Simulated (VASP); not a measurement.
# SnC3 (P1) in VASP: further runs

The runs below take SnC3 through single point, with PBEsol.

Everything below comes from runs of VASP 6.6.1. Logs are shortened: lines on timing, memory, paths and dates and some standing lists are left out, and cuts for length are marked.

## Step 1: The cell of the first run

The typed cell holds 4 atoms: a = 5.460 Å, b = 5.460 Å, c = 5.460 Å, α = 33.24°, β = 33.24°, γ = 33.24°.

## Step 2: Single point, PBEsol

INCAR reads:

```
SYSTEM = SnC3
  ALGO = Normal
  EDIFF = 1E-6
  ENCUT = 520
  GGA = PS
  GGA_COMPAT = .False.
  ISIF = 2
  ISMEAR = -1
  LASPH = .True.
  LCHARG = .True.
  LELF = .True.
  LREAL = .False.
  LVHAR = .True.
  LWAVE = .False.
  NBANDS = 21
  NELM = 120
  PREC = Accurate
  SIGMA = 0.052
```

KPOINTS reads:

```
k-points
0
Gamma
  6 6 6
  0 0 0
```

POSCAR reads:

```
SnC3
1.0
    1.5616450000      0.9016160000      5.1538530000
   -1.5616450000      0.9016160000      5.1538530000
    0.0000000000     -1.8032330000      5.1538530000
C Sn
3 1
Direct
    1.0267991167     -0.0015620025      0.0344931498
    0.4707892449      0.4735664446      0.4923391483
    0.3906538856      0.3436156663      0.4179305593
    0.8771883013      0.8770269330      0.8672248804
```

Potentials or basis: VASP PAW PBE potentials, release 64 (C, Sn_d).

The run is started by

```console
cat potpaw_PBE.64/C/POTCAR potpaw_PBE.64/Sn_d/POTCAR > POTCAR
mpirun -np 1 vasp_std > vasp.out
```

OUTCAR:

```text
SYSTEM = SnC3
   EDIFF = 1E-6
   ENCUT = 520
   GGA = PS
   ISIF = 2
   ISMEAR = -1
   LASPH = .True.
   LREAL = .False.
   NELM = 120
   PREC = Accurate

 ion  position               nearest neighbor table
   1  0.027  0.998  0.034-   3 1.82   3 1.87   3 1.92   4 2.26
   2  0.471  0.474  0.492-   3 1.47   4 2.01   4 2.02   4 2.09
   3  0.391  0.344  0.418-   2 1.47   1 1.82   1 1.87   1 1.92
   4  0.877  0.877  0.867-   2 2.01   2 2.02   2 2.09   1 2.26

  LATTYP: Found a trigonal (rhomboedric) cell.
 ALAT       =     5.4602057894
 COS(alpha) =     0.8364024830

  Lattice vectors:

 A1 = (   1.5616450000,   0.9016160000,   5.1538530000)
 A2 = (  -1.5616450000,   0.9016160000,   5.1538530000)
 A3 = (   0.0000000000,  -1.8032330000,   5.1538530000)

Analysis of symmetry for initial positions (statically):
=====================================================================
 Subroutine PRICEL returns:
 Original cell was already a primitive cell.

 Routine SETGRP: Setting up the symmetry group for a
 trigonal (rhombohedral) supercell.

 Subroutine GETGRP returns: Found  1 space group operations
 (whereof  1 operations were pure point group operations)
 out of a pool of 12 trial point group operations.

The static configuration has the point symmetry C_1 .

Analysis of symmetry for dynamics (positions and initial velocities):
=====================================================================
 Subroutine PRICEL returns:
 Original cell was already a primitive cell.

 Routine SETGRP: Setting up the symmetry group for a
 trigonal (rhombohedral) supercell.

 Subroutine GETGRP returns: Found  1 space group operations
 (whereof  1 operations were pure point group operations)
 out of a pool of 12 trial point group operations.

The dynamic configuration has the point symmetry C_1 .

 Subroutine INISYM returns: Found  1 space group operations
 (whereof  1 operations are pure point group operations),
 and found     1 'primitive' translations

----------------------------------------------------------------------------------------

                                     Primitive cell

  volume of cell :      43.5399

  direct lattice vectors                    reciprocal lattice vectors
     1.561645000  0.901616000  5.153853000     0.320175200  0.184853203  0.064676543
    -1.561645000  0.901616000  5.153853000    -0.320175200  0.184853203  0.064676543
     0.000000000 -1.803233000  5.153853000     0.000000000 -0.369706405  0.064676507

  length of vectors
     5.460205789  5.460205789  5.460206040     0.375321090  0.375321090  0.375321031

  position of ions in fractional coordinates (direct lattice)
     0.026799117  0.998437997  0.034493150
     0.470789245  0.473566445  0.492339148
     0.390653886  0.343615666  0.417930559
     0.877188301  0.877026933  0.867224880

  ion indices of the primitive-cell ions
   primitive index   ion index
                 1           1
                 2           2
                 3           3
                 4           4

----------------------------------------------------------------------------------------

 KPOINTS: k-points

Automatic generation of k-mesh.
 Grid dimensions read from file:
 generate k-points for:    6    6    6

 Generating k-lattice:

  Cartesian coordinates                     Fractional coordinates (reciprocal lattice)
     0.053362533  0.030808867  0.010779424     0.166666667  0.000000000  0.000000000
    -0.053362533  0.030808867  0.010779424     0.000000000  0.166666667  0.000000000
     0.000000000 -0.061617734  0.010779418     0.000000000  0.000000000  0.166666667

  Length of vectors
     0.062553515  0.062553515  0.062553505

  Shift w.r.t. Gamma in fractional coordinates (k-lattice)
     0.000000000  0.000000000  0.000000000

 Subroutine IBZKPT returns following result:
 ===========================================

 Found    112 irreducible k-points:

 Following reciprocal coordinates:
            Coordinates               Weight
  0.000000  0.000000  0.000000      1.000000
  0.166667  0.000000  0.000000      2.000000
  0.000000  0.166667  0.000000      2.000000
  0.000000  0.000000  0.166667      2.000000
  0.333333  0.000000  0.000000      2.000000
  0.000000  0.333333  0.000000      2.000000
[... 16 lines left out ...]
 -0.166667  0.500000 -0.000000      2.000000
  0.166667  0.000000  0.500000      2.000000
 [... further k-points ...]
   k-points           NKPTS =    112   k-points in BZ     NKDIM =    112   number of bands    NBANDS=     21
   number of dos      NEDOS =    301   number of ions     NIONS =      4
   total plane-waves  NPLWV =  74088
   dimension x,y,z NGX =    42 NGY =   42 NGZ =   42
   dimension x,y,z NGXF=    84 NGYF=   84 NGZF=   84
   ions per type =               3   1
   NGX,Y,Z   is equivalent  to a cutoff of  12.79, 12.79, 12.79 a.u.
   NGXF,Y,Z  is equivalent  to a cutoff of  25.58, 25.58, 25.58 a.u.
 SYSTEM =  SnC3
   PREC   = accura    normal or accurate (medium, high low for compatibility)
   ISTART =      0    job   : 0-new  1-cont  2-samecut
   ICHARG =      2    charge: 1-file 2-atom 10-const
   ISPIN  =      1    spin polarized calculation?
   LNONCOLLINEAR =      F non collinear calculations
   LSORBIT =      F    spin-orbit coupling
   LASPH  =      T    aspherical Exc in radial PAW
   ENCUT  =  520.0 eV  38.22 Ry    6.18 a.u.  10.15 10.15 10.15*2*pi/ulx,y,z
   NELM   =    120;   NELMIN=  2; NELMDL= -5     # of ELM steps
   EDIFF  = 0.1E-05   stopping-criterion for ELM
   LREAL  =      F    real-space projection
   EDIFFG = 0.1E-04   stopping-criterion for IOM
   NSW    =      0    number of steps for IOM
   IBRION =     -1    ionic relax: 0-MD 1-quasi-New 2-CG
   NFREE  =      0    steps in history (QN), initial steepest desc. (CG)
   ISIF   =      2    stress and relaxation
   ISYM   =      2    0-nonsym 1-usesym 2-fastsym
   POTIM  = 0.5000    time-step for ionic-motion
   TEBEG  =    0.0;   TEEND  =   0.0 temperature during run
   PSTRESS=    0.0 pullay stress
   NELECT =      26.0000    total number of electrons
   NUPDOWN=      -1.0000    fix difference up-down
   EMIN   =  10.00;   EMAX   =-10.00  energy-range for DOS
   EFERMI =   0.00;   METHOD = LEGACY
   ISMEAR =    -1;   SIGMA  =   0.05  broadening in eV -4-tet -1-fermi 0-gaus
   EFERMI_NEDOS =   21; number of points for ismear=-14 and -15
   IALGO  =     38    algorithm
   IMIX   =      4    mixing-type and parameters
     AMIX     =   0.40;   BMIX     =  1.00
     AMIX_MAG =   1.60;   BMIX_MAG =  1.00
  volume/ion in A,a.u.               =      10.88        73.46
  Fermi-wavevector in a.u.,A,eV,Ry     =   1.378595  2.605168 25.858216  1.900525
  Thomas-Fermi vector in A             =   2.503642
   LORBIT       =      0    0 simple, 1 ext, 2 COOP (PROOUT), +10 PAW based schemes
   GGA     = PS    functional components
   LHFCALC =     F    Hartree Fock is set to
   AEXX    =    0.0000 exact exchange contribution
   IVDW    =     0    specifies the selected vdW correction
   LEPSILON=     F    determine dielectric tensor
   LRPA    =     F    only Hartree local field effects (RPA)
 non-spin polarized calculation
  energy-cutoff  :      520.00
  volume of cell :       43.54
 maximum number of plane-waves:      1184
 NGX is ok and might be reduce to    42
   NGX = 21   NGY = 21   NGZ = 21

 number of electron      26.0000000 magnetization

 Free energy of the ion-electron system (eV)
  ---------------------------------------------------
  ext. energy  EPLUGINS =         0.00000000
  ---------------------------------------------------
  free energy    TOTEN  =       -26.94001520 eV

  energy without entropy =      -26.93736935  energy(sigma->0) =      -26.93869227

 E-fermi :   9.3054     XC(G=0): -11.7940

 val. band max:        9.3021470603   @ k =   0.5000   0.5000   0.5000
 cond. band min:       9.3357770264   @ k =   0.3333   0.3333   0.3333
 fundamental gap:      0.0336299661
 Fermi energy:         9.3054141544

 k-point     1 :       0.0000    0.0000    0.0000
  band No.  band energies     occupation
      1     -12.6947      2.00000
      2     -12.6853      2.00000
      3     -12.6647      2.00000
      4     -12.3759      2.00000
      5     -12.3660      2.00000
      6      -8.4637      2.00000
[... 13 lines left out ...]
     20      17.6391      0.00000
     21      19.7409      0.00000

 k-point     2 :       0.1667    0.0000    0.0000
  band No.  band energies     occupation
      1     -12.7565      2.00000
      2     -12.6069      2.00000
      3     -12.5853      2.00000
      4     -12.4286      2.00000
      5     -12.3730      2.00000
      6      -7.9996      2.00000
[... 13 lines left out ...]
     20      18.0033      0.00000
     21      19.9784      0.00000

 k-point     3 :       0.0000    0.1667    0.0000
  band No.  band energies     occupation
      1     -12.7611      2.00000
      2     -12.6062      2.00000
      3     -12.5814      2.00000
      4     -12.4252      2.00000
      5     -12.3773      2.00000
      6      -7.9992      2.00000
[... 13 lines left out ...]
     20      18.0834      0.00000
     21      20.0112      0.00000
[... 457 lines left out ...]
 k-point    23 :      -0.1667    0.5000   -0.0000
  band No.  band energies     occupation
      1     -12.8578      2.00000
      2     -12.5444      2.00000
      3     -12.5203      2.00000
      4     -12.3974      2.00000
      5     -12.3221      2.00000
      6      -5.7243      2.00000
[... 13 lines left out ...]
     20      17.2950      0.00000
     21      19.5752      0.00000

 k-point    24 :       0.1667    0.0000    0.5000
  band No.  band energies     occupation
      1     -12.8490      2.00000
      2     -12.5500      2.00000
      3     -12.5276      2.00000
      4     -12.4009      2.00000
      5     -12.3197      2.00000
      6      -5.7154      2.00000
[... 13 lines left out ...]
     20      17.2901      0.00000
     21      19.4555      0.00000

 [... further k-points ...]

------------------------ aborting loop because EDIFF is reached ----------------------------------------

  FORCE on cell =-STRESS in cart. coord.  units (eV):
  Direction    XX          YY          ZZ          XY          YZ          ZX
  --------------------------------------------------------------------------------------
  -------------------------------------------------------------------------------------
  Total        1.5785678     -1.6134971      0.3352618     -0.3797006     -1.0438541      0.3346621
  in kB       58.0880034    -59.3733312     12.3369357    -13.9721905    -38.4116540     12.3148695
  external PRESSURE =       3.6838693 kB  Pullay stress =       0.0000000 kB

 VOLUME and BASIS-vectors are now :
 -----------------------------------------------------------------------------
  energy-cutoff  :      520.00
  volume of cell :       43.54
      direct lattice vectors                 reciprocal lattice vectors
     1.561645000  0.901616000  5.153853000     0.320175200  0.184853203  0.064676543
    -1.561645000  0.901616000  5.153853000    -0.320175200  0.184853203  0.064676543
     0.000000000 -1.803233000  5.153853000     0.000000000 -0.369706405  0.064676507

 POSITION                                       TOTAL-FORCE (eV/Angst)
 -----------------------------------------------------------------------------------
     -1.51736      0.86217      5.46169         0.102794     -0.139973     -1.691467
     -0.00434     -0.03636      7.40451         0.299395      0.690679     -0.463425
      0.07346     -0.09160      5.93827        -0.409396      0.450811      0.467082
      0.00025      0.01782     13.51052         0.007207     -1.001517      1.687811
 -----------------------------------------------------------------------------------
    total drift:                               -0.000019      0.000018      0.000848

  FREE ENERGIE OF THE ION-ELECTRON SYSTEM (eV)
  ---------------------------------------------------
  free  energy   TOTEN  =       -26.9400151965 eV

  energy  without entropy=      -26.9373693501  energy(sigma->0) =      -26.93869227
```

It took 3.7 min on 1 thread of Intel Xeon Platinum 8259CL at 2.50GHz (Skylake/Cascade Lake), shared host; peak memory 0.3 GiB.

Results:

```
Free energy            : -26.9400 eV
Pressure               : 0.4 GPa
Largest force          : 1.963 eV/Å
Band gap on the k mesh : zero (band 13 reaches 9.37 eV, above the bottom of band 14 at 9.30 eV)
```

Forces on the atoms (eV/Å):
```
C    0.103 -0.140 -1.691
C    0.299  0.691 -0.463
C   -0.409  0.451  0.467
Sn   0.007 -1.002  1.688
```

Stress tensor (GPa, compression positive):
```
 5.81 -1.40  1.23
-1.40 -5.94 -3.84
 1.23 -3.84  1.23
```

Caveat: the k points lie up to 0.39 Å⁻¹ apart; the PAW data sets were made with another functional, which shifts forces and pressure a little; spin-orbit coupling is left out, which moves the levels of the heavy elements.

(Part 1 of 2 ends here.)
